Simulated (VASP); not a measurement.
Set up this calculation in VASP 6.6.1, as the native input.

- Task: single point
- Functional: HSE06
- Potentials or basis: VASP PAW PBE potentials, release 64 (Be, S)
- Cutoff: 520 eV
- k mesh: 6 × 6 × 6
- Occupations: gaussian, width 0.01 eV
- Spin: no spin polarisation
- Dipole correction: no
- Grid for exact exchange (PRECFOCK): Normal
- Further INCAR settings: ALGO = Normal; EDIFF = 1e-07; NBANDS = 11
- Share of exact exchange: 0.25
- Screening parameter: 0.2079 1/Å

The system is BeS.

```
Be S
1.0
     0.00000    2.40996    2.40996
     2.40996    0.00000    2.40996
     2.40996    2.40996    0.00000
Be S
1 1
Cartesian
  0.0000 0.0000 0.0000
  1.2050 1.2050 1.2050
```

This cell differs from its parent crystal: strain -1.0%.

One way to write it, as run:

POSCAR

```
BeS
1.0
    0.0000000000      2.4099631659      2.4099631659
    2.4099631659      0.0000000000      2.4099631659
    2.4099631659      2.4099631659      0.0000000000
Be S
1 1
Direct
    0.0000000000      0.0000000000      0.0000000000
    0.2500000000      0.2500000000      0.2500000000
```

INCAR.step1

```
SYSTEM = BeS
PREC = Accurate
ENCUT = 520
EDIFF = 1E-5
ISMEAR = 0
SIGMA = 0.01
LREAL = .FALSE.
LASPH = .TRUE.
NELM = 60
ALGO = Normal
ISIF = 2
LWAVE = .TRUE.
LCHARG = .FALSE.
NBANDS = 11
GGA = PE
```

INCAR.step2

```
SYSTEM = BeS
PREC = Accurate
ENCUT = 520
EDIFF = 1E-7
ISMEAR = 0
SIGMA = 0.01
LREAL = .FALSE.
LASPH = .TRUE.
NELM = 60
ALGO = Normal
ISIF = 2
LWAVE = .FALSE.
LCHARG = .FALSE.
GGA = PE
LHFCALC = .TRUE.
HFSCREEN = 0.2079
PRECFOCK = Normal
NBANDS = 11
ISTART = 1
```

KPOINTS

```
Automatic mesh
0
G
  6 6 6
  0 0 0
```

Potentials or basis: VASP PAW PBE potentials, release 64 (Be, S).

Launch:

```bash
$ cat potpaw_PBE.64/Be/POTCAR potpaw_PBE.64/S/POTCAR > POTCAR
$ cp INCAR.step1 INCAR
$ mpirun -np 1 vasp_std > vasp.out
$ cp INCAR.step2 INCAR
$ mpirun -np 1 vasp_std > vasp.out
```

Results of the run:

| Quantity | Value |
| --- | --- |
| Pressure | 2.0 GPa |
| Band gap on the k mesh | 4.01 eV (least direct gap 6.86 eV) |

Caveat: the cell differs from its parent crystal (strain -1.0%); the PAW data sets were made with another functional, which shifts forces and pressure a little.

Wall time 4.3 min on 1 thread of Intel(R) Xeon(R) 6975P-C (Granite Rapids), on a shared host, peak memory 0.25 GiB.
